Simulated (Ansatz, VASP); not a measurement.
One calculation of SbBr, two programs

```
Sb Br
1.0
     4.70250    0.00000    0.00000
     0.00000    4.70250    0.00000
     0.00000    0.00000    4.96773
Sb Br
2 2
Direct
  0.00000 0.50000 0.44132
  0.50000 0.00000 0.55868
  0.00000 0.00000 0.00000
  0.50000 0.50000 0.00000
```

Alike in both runs: functional PBE; k mesh 10 × 10 × 10; occupations gaussian, width 0.1 eV; no spin polarisation.

Ansatz relaxed the structure, and its values are those at the end. VASP's run is a single point on that final structure, the one shown.

|  | VASP | Ansatz |
| --- | --- | --- |
| version | VASP 6.6.1 | Ansatz 0.2.0 |
| potentials or method | VASP PAW PBE potentials, release 64 (Sb, Br), cutoff 520 eV | scalar-relativistic, plane waves, PAW |
| valence electrons in the cell | 24 | 44 |

|  | VASP | Ansatz | Ansatz less VASP |
| --- | --- | --- | --- |
| gap on the k mesh at the Fermi level (eV) | none | none | - |
| pressure (GPa) | -0.1 | 0.0 | +0.12 |

A gap of «none» marks a metal or a gap that the smearing closes. VASP's potentials hold 24 valence electrons a cell and Ansatz's 44, so a difference there can come from the potentials and not from the codes.

Spin-orbit coupling is off throughout.
